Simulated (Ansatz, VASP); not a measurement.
## One calculation of P, two programs

The input INCAR:

```
SYSTEM = P
  ALGO = Normal
  DIPOL = 0.5 0.5 0.500
  EDIFF = 1E-7
  ENCUT = 520
  GGA = PE
  IDIPOL = 3
  ISIF = 2
  ISMEAR = 0
  IVDW = 12
  LASPH = .True.
  LCHARG = .False.
  LDIPOL = .True.
  LREAL = .False.
  LWAVE = .False.
  NBANDS = 12
  NELM = 80
  PREC = Accurate
  SIGMA = 0.02
```

KPOINTS

```
k-points
0
Gamma
  9 9 1
  0 0 0
```

Contents of POSCAR:

```
P
1.0
    3.1980000000      0.0000000000      0.0000000000
   -1.5990000000      2.7695492413      0.0000000000
    0.0000000000      0.0000000000     28.0000000000
P
2
Direct
    0.3333333333      0.6666666667      0.5143035714
    0.6666666667      0.3333333333      0.4856964286
```

Input for Ansatz:

```yaml
crystal:
  lattice:
    - [3.198, 0.0, 0.0]
    - [-1.599, 2.7695492413, 0.0]
    - [0.0, 0.0, 28.0]
  atoms:
    - { symbol: P, position: [0.3333333333, 0.6666666667, 0.5143035714] }
    - { symbol: P, position: [0.6666666667, 0.3333333333, 0.4856964286] }
  periodic: [true, true, false]
basis:
  ecutwfc: 420
kpoints:
  mp_grid: { grid: [9, 9, 1] }
hamiltonian:
  xc: pbe
  dispersion: d3bj
scf:
  occupations: { method: gaussian, width: 0.02 }
output:
  forces: true
  stress: true
  eigenvalues: true
```

Alike in both runs: task single point; functional PBE; dispersion D3(BJ); k mesh 9 × 9 × 1; occupations gaussian, width 0.02 eV; no spin polarisation.

```csv
,VASP,Ansatz
version,VASP 6.6.1,Ansatz 0.2.0
potentials or method,"VASP PAW PBE potentials, release 64 (P), cutoff 520 eV","scalar-relativistic, plane waves, PAW"
valence electrons in the cell,10,10
```

Ansatz gave:

```
gap on the k mesh at the Fermi level (eV) : none
rms of the force components (eV/Å)        : 3.222
```

Task: Estimate VASP's values.

Result: gap on the k mesh at the Fermi level (eV): none; rms of the force components (eV/Å): 3.249.

Atom by atom the forces differ by 0.027 eV/Å (rms over components). A gap of «none» marks a metal or a gap that the smearing closes.
